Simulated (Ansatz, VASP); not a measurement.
## One calculation of K2S, two programs

Contents of INCAR:

```
PREC     = Accurate       # precision mode
ENCUT    = 500            # plane-wave cutoff, eV
EDIFF    = 1E-6           # SCF threshold, eV
ISMEAR   = 1              # smearing method
SIGMA    = 0.05           # smearing width, eV
LREAL    = False          # projectors in reciprocal space
LASPH    = True           # aspherical terms in the spheres
NELM     = 120            # most SCF steps
ALGO     = Normal         # electronic algorithm
ISIF     = 2              # what is computed and relaxed
LWAVE    = False          # write WAVECAR
LCHARG   = False          # write CHGCAR
GGA      = PE             # functional
NBANDS   = 19             # bands
GGA_COMPAT= False
```

File KPOINTS:

```
Automatic mesh
0
Gamma
  4 4 4
```

POSCAR

```
K2S
1.0
    0.0000000000      3.7027186978      3.7027186978
    3.7027186978      0.0000000000      3.7027186978
    3.7027186978      3.7027186978      0.0000000000
K S
2 1
Direct
    0.2500000000      0.2500000000      0.2500000000
    0.7500000000      0.7500000000      0.7500000000
    0.0000000000      0.0000000000      0.0000000000
```

Input for Ansatz:

```yaml
crystal:
  lattice:
    - [0.0, 3.7027186978, 3.7027186978]
    - [3.7027186978, 0.0, 3.7027186978]
    - [3.7027186978, 3.7027186978, 0.0]
  atoms:
    - { symbol: K, position: [0.25, 0.25, 0.25] }
    - { symbol: K, position: [0.75, 0.75, 0.75] }
    - { symbol: S, position: [0.0, 0.0, 0.0] }
kpoints:
  mp_grid: { grid: [4, 4, 4] }
hamiltonian:
  xc: pbe
scf:
  occupations: { method: methfessel_paxton, width: 0.05 }
  n_extra_bands: 4
output:
  forces: true
  stress: true
  eigenvalues: true
```

Alike in both runs: task single point; functional PBE; k mesh 4 × 4 × 4; occupations methfessel-paxton of order 1, width 0.05 eV; no spin polarisation.

|  | VASP | Ansatz |
| --- | --- | --- |
| version | VASP 6.6.1 | Ansatz 0.2.0 |
| potentials or method | VASP PAW PBE potentials, release 64 (K_sv, S) | plane waves |
| plane-wave cutoff (eV) | 500 | 420 |
| valence electrons in the cell | 24 | 24 |

Ansatz gave:

```
gap on the k mesh at the Fermi level (eV) : 2.38
pressure (GPa)                            : 0.4
```

What did VASP give for the same quantities?

gap on the k mesh at the Fermi level (eV): 2.38; pressure (GPa): 0.5.

With one functional, cell and mesh, what is left measures potentials, basis and numerics.
